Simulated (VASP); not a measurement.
A run of VASP 6.6.1 is set up as follows.

File INCAR:

```
SYSTEM = LaSi2Ir2
  PREC = Accurate
  ENCUT = 520
  EDIFF = 1E-6
  ISMEAR = 1
  SIGMA = 0.1
  LREAL = .FALSE.
  LASPH = .TRUE.
  NELM = 60
  ALGO = Normal
  ISIF = 2
  LWAVE = .FALSE.
  LCHARG = .FALSE.
  GGA = PS
  NBANDS = 26
```

KPOINTS

```
Automatic mesh
0
G
  9 9 9
  0 0 0
```

POSCAR

```
LaSi2Ir2
1.0
   -2.0332613310      2.0332613310      5.0896097021
    2.0332613310     -2.0332613310      5.0896097021
    2.0332613310      2.0332613310     -5.0896097021
La Si Ir
1 2 2
Direct
    0.0000000000      0.0000000000      0.0000000000
    0.3730000000      0.3730000000      0.0000000000
    0.6270000000      0.6270000000      0.0000000000
    0.7500000000      0.2500000000      0.5000000000
    0.2500000000      0.7500000000      0.5000000000
```

Potentials or basis: VASP PAW PBE potentials, release 64 (La, Si, Ir).

Command:

```sh
$ cat potpaw_PBE.64/La/POTCAR potpaw_PBE.64/Si/POTCAR potpaw_PBE.64/Ir/POTCAR > POTCAR
$ mpirun -np 1 vasp_std > vasp.out
```

Question: Predict the pressure.

Answer: 5.2 GPa.

Question: Predict the largest force.

Answer: 0.338 eV/Å.

Stress tensor (GPa, compression positive):
```
5.48 0.00 0.00
0.00 5.48 0.00
0.00 0.00 4.66
```

Caveat: the PAW data sets were made with another functional, which shifts forces and pressure a little.
